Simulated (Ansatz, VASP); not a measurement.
Ag: VASP beside Ansatz

```
CELL_PARAMETERS angstrom
0.00000 2.80258 2.80258
2.80258 0.00000 2.80258
2.80258 2.80258 0.00000
ATOMIC_POSITIONS crystal
Ag 0.87500 0.87500 0.87500
Ag 0.12500 0.12500 0.12500
```

Change from the starting cell: volume scaled by 0.8, PAW files.

Alike in both runs: task single point; functional PBEsol; k mesh 13 × 13 × 13; occupations fermi-dirac, width 0.08 eV; no spin polarisation.

|  | VASP | Ansatz |
| --- | --- | --- |
| version | VASP 6.6.1 | Ansatz 0.2.0 |
| potentials or method | VASP PAW PBE potentials, release 64 (Ag) | PAW with Ansatz's default frozen-core files, scalar-relativistic |
| plane-wave cutoff (eV) | 520 | 420 |
| valence electrons in the cell | 22 | 38 |

```csv
,VASP,Ansatz,Ansatz less VASP
pressure (GPa),17.1,17.5,+0.37
```

VASP's potentials were made for PBE, not for PBEsol. VASP's potentials hold 22 valence electrons a cell and Ansatz's 38, so a difference there can come from the potentials and not from the codes.
